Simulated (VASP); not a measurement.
Here is a VASP 6.6.1 calculation.

The input INCAR:

```
SYSTEM = TaS2
PREC     = Accurate       ! precision mode
ENCUT    = 400            ! plane-wave cutoff, eV
EDIFF    = 1E-8           ! SCF threshold, eV
ISMEAR   = -1             ! smearing method
SIGMA    = 0.02           ! smearing width, eV
LREAL    = .False.        ! projectors in reciprocal space
LASPH    = .True.         ! aspherical terms in the spheres
NELM     = 120            ! most SCF steps
ALGO     = Normal         ! electronic algorithm
ISIF     = 2              ! what is computed and relaxed
LWAVE    = .False.        ! write WAVECAR
LCHARG   = .False.        ! write CHGCAR
GGA      = PS             ! functional
LEFG     = .True.       
NBANDS   = 18             ! bands
GGA_COMPAT= .False.
```

Contents of KPOINTS:

```
Automatic mesh
0
Gamma
  8 8 4
  0 0 0
```

The input POSCAR:

```
TaS2
1.0
    3.3835021418      0.0000000000      0.0000000000
   -1.6917510709      2.9301988086      0.0000000000
    0.0000000000      0.0000000000      5.8600000000
Ta S
1 2
Direct
    0.0000000000      0.0000000000      0.0000000000
    0.3333333333      0.6666666667      0.2500000000
    0.6666666667      0.3333333333      0.7500000000
```

Potentials or basis: VASP PAW PBE potentials, release 64 (Ta_pv, S).

Run with:

```console
$ cat potpaw_PBE.64/Ta_pv/POTCAR potpaw_PBE.64/S/POTCAR > POTCAR
$ mpirun -np 1 vasp_std > vasp.out
```

Task: Estimate the band gap on the k mesh.

Result: Zero (an odd number of electrons rules out a gap without spin polarisation).

Task: Predict the pressure.

Result: 1.6 GPa.

Task: Predict the largest force.

Result: 0.722 eV/Å.

Stress tensor (GPa, compression positive):
```
-0.35  0.00  0.00
 0.00 -0.35  0.00
 0.00  0.00  5.51
```

Caveat: the cell differs from its parent crystal (equal xx and yy strain of +1 %); without QUAD_EFG the Cq values of the log hold for a quadrupole moment of 1 mb, not for the nuclei; the PAW data sets were made with another functional, which shifts forces and pressure a little; spin-orbit coupling is left out, which moves the levels of the heavy elements; this functional lacks dispersion, which binds the layers, so the pressure and a relaxed spacing across them are unreliable.
